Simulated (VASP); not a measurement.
Si: single point with PBE

The system is Si.

```xyz
2
Lattice="0.0000 2.7155 2.7155 2.7155 0.0000 2.7155 2.7155 2.7155 0.0000" Properties=species:S:1:pos:R:3 pbc="T T T"
Si    2.7155    2.7155    2.7155
Si    4.0732    4.0732    4.0732
```

* Program: VASP 6.6.1
* Task: single point
* Functional: PBE
* Potentials or basis: VASP PAW PBE potentials, release 64 (Si)
* Cutoff: 520 eV
* k mesh: 11 × 11 × 11
* Occupations: gaussian, width 0.05 eV
* Spin: no spin polarisation
* Dipole correction: no
* Further INCAR settings: ALGO = Normal; EDIFF = 1e-07; NBANDS = 11

| Item | Value |
| --- | --- |
| Pressure | 1.9 GPa |
| Band gap on the k mesh | 0.60 eV, indirect (least direct gap 2.57 eV) |

Levels at points of the mesh, in eV from the valence-band top:
```tsv
k point	band 2	band 3	band 4	band 5	band 6	band 7
(0.00, 0.00, 0.00)	0.00	0.00	0.00	2.57	2.57	2.57
```

It took 18 s on 1 thread of Intel(R) Xeon(R) Platinum 8488C (Sapphire Rapids), on a shared host, peak memory 0.16 GiB.

A k mesh can miss the band edges. As with any semilocal functional, this PBE gap is likely too small.
